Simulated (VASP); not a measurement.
Set up this calculation in VASP 6.6.1, as the native input.

```yaml
Task: single point
Functional: LDA
Potentials_or_basis: VASP PAW LDA potentials, release 64 (Al, Ir)
Cutoff: 520 eV
k_mesh: 11 × 11 × 11
Occupations: fermi-dirac, width 0.03 eV
Spin: collinear spin
Starting_moments: "[0.0, 0.9] μB"
Fixed_moment: 0.9 μB
Dipole_correction: no
Further_INCAR_settings: ALGO = Normal; EDIFF = 1e-07; NBANDS = 17
```

The structure of AlIr lies in POSCAR:

```
AlIr
1.0
    2.9945548500      0.0000000000      0.0000000000
    0.0000000000      2.9945548500      0.0000000000
    0.0000000000      0.0000000000      2.9945548500
Al Ir
1 1
Direct
    0.0000000000      0.0000000000      0.0000000000
    0.5000000000      0.5000000000      0.5000000000
```

One way to write it, as run:

INCAR

```
PREC = Accurate
ENCUT = 520
EDIFF = 1E-7
ISMEAR = -1
SIGMA = 0.03
LREAL = F
LASPH = T
NELM = 150
ALGO = Normal
ISIF = 2
LWAVE = F
LCHARG = F
ISPIN = 2
MAGMOM = 0 0.9
LORBIT = 11
NUPDOWN = 0.9
LMAXMIX = 4
NBANDS = 17
```

KPOINTS

```
Automatic mesh
0
Gamma
  11 11 11
```

Potentials or basis: VASP PAW LDA potentials, release 64 (Al, Ir).

Launch:

```sh
$ cat potpaw_LDA.64/Al/POTCAR potpaw_LDA.64/Ir/POTCAR > POTCAR
$ mpirun -np 1 vasp_std > vasp.out
```

Results of the run:

| Quantity | Value |
| --- | --- |
| Pressure | 2.5 GPa |
| Net moment | 0.90 μB per cell |
| Site moments | Al +0.02; Ir +0.78 μB |
| Valence electrons inside the program's atomic spheres | Al 0.80; Ir 8.59 |

Caveat: the total moment is fixed, so each spin has its own Fermi level.

It took 28 s on 1 thread of Intel Xeon 8259CL (shared host), peak memory 0.16 GiB.
